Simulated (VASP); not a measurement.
# SiC (hm.bA) (F-43m) in VASP: further runs

The runs below take SiC (hm.bA) through single point, with PBE.

All numbers are computed with VASP 6.6.1; they aren't measurements. Logs are shortened: lines on timing, memory, paths and dates and some standing lists are left out, and cuts for length are marked.

## (1) The cell of the first run

Symmetry: F-43m, No. 216, cubic system. Conventional cell: a = 4.380 Å, b = 4.380 Å, c = 4.380 Å, α = 90.00°, β = 90.00°, γ = 90.00°. Si (site symmetry -43m) has 4 C at 1.90 Å within 2.5 Å. Within 2.5 Å of C (site symmetry -43m) lie 4 Si at 1.90 Å.

## (2) Single point, PBE

File INCAR:

```
SYSTEM = SiC
PREC = Accurate ; ENCUT = 600
EDIFF = 1E-6 ; ISMEAR = 0
SIGMA = 0.02 ; LREAL = .False.
LASPH = .True. ; NELM = 120
ALGO = Normal ; ISIF = 2
LWAVE = .False. ; LCHARG = .False.
GGA = PE ; NBANDS = 11
GGA_COMPAT = .False.
```

File KPOINTS:

```
Automatic mesh
0
Gamma
  10 10 10
  0 0 0
```

File POSCAR:

```
SiC
1.0
    0.0000000000      2.1898586789      2.1898586789
    2.1898586789      0.0000000000      2.1898586789
    2.1898586789      2.1898586789      0.0000000000
Si C
1 1
Direct
    0.0000000000      0.0000000000      0.0000000000
    0.2500000000      0.2500000000      0.2500000000
```

Potentials or basis: VASP PAW PBE potentials, release 64 (Si, C).

Run with:

```
$ cat potpaw_PBE.64/Si/POTCAR potpaw_PBE.64/C/POTCAR > POTCAR
$ mpirun -np 1 vasp_std > vasp.out
```

OUTCAR:

```text
SYSTEM = SiC
   PREC = Accurate
   ENCUT = 600
   EDIFF = 1E-6
   ISMEAR = 0
   LREAL = .False.
   LASPH = .True.
   NELM = 120
   ISIF = 2
   GGA = PE

 ion  position               nearest neighbor table
   1  0.000  0.000  0.000-   2 1.90   2 1.90   2 1.90   2 1.90
   2  0.250  0.250  0.250-   1 1.90   1 1.90   1 1.90   1 1.90

  LATTYP: Found a face centered cubic cell.
 ALAT       =     4.3797173578

  Lattice vectors:

 A1 = (   0.0000000000,   2.1898586789,   2.1898586789)
 A2 = (   2.1898586789,   0.0000000000,   2.1898586789)
 A3 = (   2.1898586789,   2.1898586789,   0.0000000000)

Analysis of symmetry for initial positions (statically):
=====================================================================
 Subroutine PRICEL returns:
 Original cell was already a primitive cell.

 Routine SETGRP: Setting up the symmetry group for a
 face centered cubic supercell.

 Subroutine GETGRP returns: Found 24 space group operations
 (whereof 24 operations were pure point group operations)
 out of a pool of 48 trial point group operations.

The static configuration has the point symmetry T_d .

Analysis of symmetry for dynamics (positions and initial velocities):
=====================================================================
 Subroutine PRICEL returns:
 Original cell was already a primitive cell.

 Routine SETGRP: Setting up the symmetry group for a
 face centered cubic supercell.

 Subroutine GETGRP returns: Found 24 space group operations
 (whereof 24 operations were pure point group operations)
 out of a pool of 48 trial point group operations.

The dynamic configuration has the point symmetry T_d .

 Subroutine INISYM returns: Found 24 space group operations
 (whereof 24 operations are pure point group operations),
 and found     1 'primitive' translations

----------------------------------------------------------------------------------------

                                     Primitive cell

  volume of cell :      21.0029

  direct lattice vectors                    reciprocal lattice vectors
     0.000000000  2.189858679  2.189858679    -0.228325236  0.228325236  0.228325236
     2.189858679  0.000000000  2.189858679     0.228325236 -0.228325236  0.228325236
     2.189858679  2.189858679  0.000000000     0.228325236  0.228325236 -0.228325236

  length of vectors
     3.096927843  3.096927843  3.096927843     0.395470910  0.395470910  0.395470910

  position of ions in fractional coordinates (direct lattice)
     0.000000000  0.000000000  0.000000000
     0.250000000  0.250000000  0.250000000

  ion indices of the primitive-cell ions
   primitive index   ion index
                 1           1
                 2           2

----------------------------------------------------------------------------------------

 KPOINTS: Automatic mesh

Automatic generation of k-mesh.
 Grid dimensions read from file:
 generate k-points for:   10   10   10

 Generating k-lattice:

  Cartesian coordinates                     Fractional coordinates (reciprocal lattice)
    -0.022832524  0.022832524  0.022832524     0.100000000  0.000000000  0.000000000
     0.022832524 -0.022832524  0.022832524     0.000000000  0.100000000  0.000000000
     0.022832524  0.022832524 -0.022832524     0.000000000  0.000000000  0.100000000

  Length of vectors
     0.039547091  0.039547091  0.039547091

  Shift w.r.t. Gamma in fractional coordinates (k-lattice)
     0.000000000  0.000000000  0.000000000

 Subroutine IBZKPT returns following result:
 ===========================================

 Found     47 irreducible k-points:

 Following reciprocal coordinates:
            Coordinates               Weight
  0.000000  0.000000  0.000000      1.000000
  0.100000  0.000000  0.000000      8.000000
  0.200000  0.000000  0.000000      8.000000
  0.300000  0.000000  0.000000      8.000000
  0.400000  0.000000  0.000000      8.000000
  0.500000  0.000000  0.000000      4.000000
[... 16 lines left out ...]
  0.300000  0.300000  0.000000      6.000000
  0.400000  0.300000  0.000000     24.000000
 [... further k-points ...]
   k-points           NKPTS =     47   k-points in BZ     NKDIM =     47   number of bands    NBANDS=     11
   number of dos      NEDOS =    301   number of ions     NIONS =      2
   total plane-waves  NPLWV =  21952
   dimension x,y,z NGX =    28 NGY =   28 NGZ =   28
   dimension x,y,z NGXF=    56 NGYF=   56 NGZF=   56
   ions per type =               1   1
   NGX,Y,Z   is equivalent  to a cutoff of  15.03, 15.03, 15.03 a.u.
   NGXF,Y,Z  is equivalent  to a cutoff of  30.06, 30.06, 30.06 a.u.
 SYSTEM =  SiC
   PREC   = accura    normal or accurate (medium, high low for compatibility)
   ISTART =      0    job   : 0-new  1-cont  2-samecut
   ICHARG =      2    charge: 1-file 2-atom 10-const
   ISPIN  =      1    spin polarized calculation?
   LNONCOLLINEAR =      F non collinear calculations
   LSORBIT =      F    spin-orbit coupling
   LASPH  =      T    aspherical Exc in radial PAW
   ENCUT  =  600.0 eV  44.10 Ry    6.64 a.u.   6.19  6.19  6.19*2*pi/ulx,y,z
   NELM   =    120;   NELMIN=  2; NELMDL= -5     # of ELM steps
   EDIFF  = 0.1E-05   stopping-criterion for ELM
   LREAL  =      F    real-space projection
   EDIFFG = 0.1E-04   stopping-criterion for IOM
   NSW    =      0    number of steps for IOM
   IBRION =     -1    ionic relax: 0-MD 1-quasi-New 2-CG
   NFREE  =      0    steps in history (QN), initial steepest desc. (CG)
   ISIF   =      2    stress and relaxation
   ISYM   =      2    0-nonsym 1-usesym 2-fastsym
   POTIM  = 0.5000    time-step for ionic-motion
   TEBEG  =    0.0;   TEEND  =   0.0 temperature during run
   PSTRESS=    0.0 pullay stress
   NELECT =       8.0000    total number of electrons
   NUPDOWN=      -1.0000    fix difference up-down
   EMIN   =  10.00;   EMAX   =-10.00  energy-range for DOS
   EFERMI =   0.00;   METHOD = LEGACY
   ISMEAR =     0;   SIGMA  =   0.02  broadening in eV -4-tet -1-fermi 0-gaus
   EFERMI_NEDOS =   21; number of points for ismear=-14 and -15
   IALGO  =     38    algorithm
   IMIX   =      4    mixing-type and parameters
     AMIX     =   0.40;   BMIX     =  1.00
     AMIX_MAG =   1.60;   BMIX_MAG =  1.00
  volume/ion in A,a.u.               =      10.50        70.87
  Fermi-wavevector in a.u.,A,eV,Ry     =   1.186712  2.242561 19.160892  1.408286
  Thomas-Fermi vector in A             =   2.322879
   LORBIT       =      0    0 simple, 1 ext, 2 COOP (PROOUT), +10 PAW based schemes
   GGA     = PE    functional components
   LHFCALC =     F    Hartree Fock is set to
   AEXX    =    0.0000 exact exchange contribution
   IVDW    =     0    specifies the selected vdW correction
   LEPSILON=     F    determine dielectric tensor
   LRPA    =     F    only Hartree local field effects (RPA)
 non-spin polarized calculation
 Gauss-broadening in eV      SIGMA  =   0.02
  energy-cutoff  :      600.00
  volume of cell :       21.00
 maximum number of plane-waves:       725
 NGX is ok and might be reduce to    28
   NGX = 13   NGY = 13   NGZ = 13

 number of electron       8.0000000 magnetization

 Free energy of the ion-electron system (eV)
  ---------------------------------------------------
  ext. energy  EPLUGINS =         0.00000000
  ---------------------------------------------------
  free energy    TOTEN  =       -15.06218825 eV

  energy without entropy =      -15.06218825  energy(sigma->0) =      -15.06218825

 E-fermi :   8.0346     XC(G=0): -11.2912

 val. band max:        7.9397602779   @ k =   0.0000   0.0000   0.0000
 cond. band min:       9.3107927074   @ k =   0.5000   0.5000   0.0000
 fundamental gap:      1.3710324295
 Fermi energy:         8.0346104084

 k-point     1 :       0.0000    0.0000    0.0000
  band No.  band energies     occupation
      1      -7.3468      2.00000
      2       7.9398      2.00000
      3       7.9398      2.00000
      4       7.9398      2.00000
      5      13.9986      0.00000
      6      15.1449      0.00000
      7      15.1449      0.00000
      8      15.1449      0.00000
      9      22.3603      0.00000
     10      22.3603      0.00000
     11      24.1904      0.00000

 k-point     2 :       0.1000    0.0000    0.0000
  band No.  band energies     occupation
      1      -7.1537      2.00000
      2       6.9332      2.00000
      3       7.8065      2.00000
      4       7.8065      2.00000
      5      14.2816      0.00000
      6      15.3860      0.00000
      7      15.3860      0.00000
      8      15.3998      0.00000
      9      21.4264      0.00000
     10      21.4264      0.00000
     11      24.0911      0.00000

 k-point     3 :       0.2000    0.0000    0.0000
  band No.  band energies     occupation
      1      -6.5833      2.00000
      2       4.8280      2.00000
      3       7.5008      2.00000
      4       7.5008      2.00000
      5      14.0118      0.00000
      6      15.7485      0.00000
      7      15.7485      0.00000
      8      16.5845      0.00000
      9      20.7663      0.00000
     10      20.7663      0.00000
     11      23.2149      0.00000

 k-point     4 :       0.3000    0.0000    0.0000
  band No.  band energies     occupation
      1      -5.6715      2.00000
      2       2.5379      2.00000
      3       7.1859      2.00000
      4       7.1859      2.00000
      5      13.6035      0.00000
      6      15.6305      0.00000
      7      15.6305      0.00000
      8      17.5762      0.00000
      9      21.5625      0.00000
     10      21.5625      0.00000
     11      22.9278      0.00000
[... 239 lines left out ...]
 k-point    22 :      -0.2000    0.2000    0.0000
  band No.  band energies     occupation
      1      -5.3654      2.00000
      2       3.1626      2.00000
      3       4.7520      2.00000
      4       7.2927      2.00000
      5      14.4258      0.00000
      6      15.8201      0.00000
      7      16.2214      0.00000
      8      16.9763      0.00000
      9      19.4076      0.00000
     10      23.2144      0.00000
     11      26.9255      0.00000

 k-point    23 :       0.3000    0.3000    0.0000
  band No.  band energies     occupation
      1      -5.1021      2.00000
      2       3.5859      2.00000
      3       5.5989      2.00000
      4       5.5989      2.00000
      5      11.0843      0.00000
      6      13.4960      0.00000
      7      19.3283      0.00000
      8      19.3283      0.00000
      9      20.1792      0.00000
     10      24.9168      0.00000
     11      29.4719      0.00000

 k-point    24 :       0.4000    0.3000    0.0000
  band No.  band energies     occupation
      1      -4.2452      2.00000
      2       2.3764      2.00000
      3       4.8186      2.00000
      4       5.3388      2.00000
      5      10.7986      0.00000
      6      13.5029      0.00000
      7      19.4023      0.00000
      8      19.7310      0.00000
      9      21.5332      0.00000
     10      25.8803      0.00000
     11      28.9673      0.00000

 [... further k-points ...]
[... 5 lines left out ...]
  --------------------------------------------------------------------------------------
  -------------------------------------------------------------------------------------
  Total       -0.0237597     -0.0237597     -0.0237597      0.0000000      0.0000000      0.0000000
  in kB       -1.8124834     -1.8124834     -1.8124834      0.0000000      0.0000000      0.0000000
  external PRESSURE =      -1.8124834 kB  Pullay stress =       0.0000000 kB

 VOLUME and BASIS-vectors are now :
 -----------------------------------------------------------------------------
  energy-cutoff  :      600.00
  volume of cell :       21.00
      direct lattice vectors                 reciprocal lattice vectors
     0.000000000  2.189858679  2.189858679    -0.228325236  0.228325236  0.228325236
     2.189858679  0.000000000  2.189858679     0.228325236 -0.228325236  0.228325236
     2.189858679  2.189858679  0.000000000     0.228325236  0.228325236 -0.228325236

 POSITION                                       TOTAL-FORCE (eV/Angst)
 -----------------------------------------------------------------------------------
      0.00000      0.00000      0.00000        -0.000000      0.000000     -0.000000
      1.09493      1.09493      1.09493         0.000000     -0.000000      0.000000
 -----------------------------------------------------------------------------------
    total drift:                               -0.000000     -0.000000     -0.000000

  FREE ENERGIE OF THE ION-ELECTRON SYSTEM (eV)
  ---------------------------------------------------
  free  energy   TOTEN  =       -15.0621882539 eV

  energy  without entropy=      -15.0621882539  energy(sigma->0) =      -15.06218825
```

It took 13 s on 1 thread of Intel Xeon Platinum 8488C (Sapphire Rapids), shared host; peak memory 0.15 GiB.

What came out:

- Free energy: -15.0622 eV
- Pressure: -0.2 GPa
- Band gap on the k mesh: 1.37 eV, indirect (least direct gap 4.53 eV)

A k mesh can miss the band edges. A hybrid or GW would open this gap; PBE tends to underestimate it.

[end of part 1 of 2]
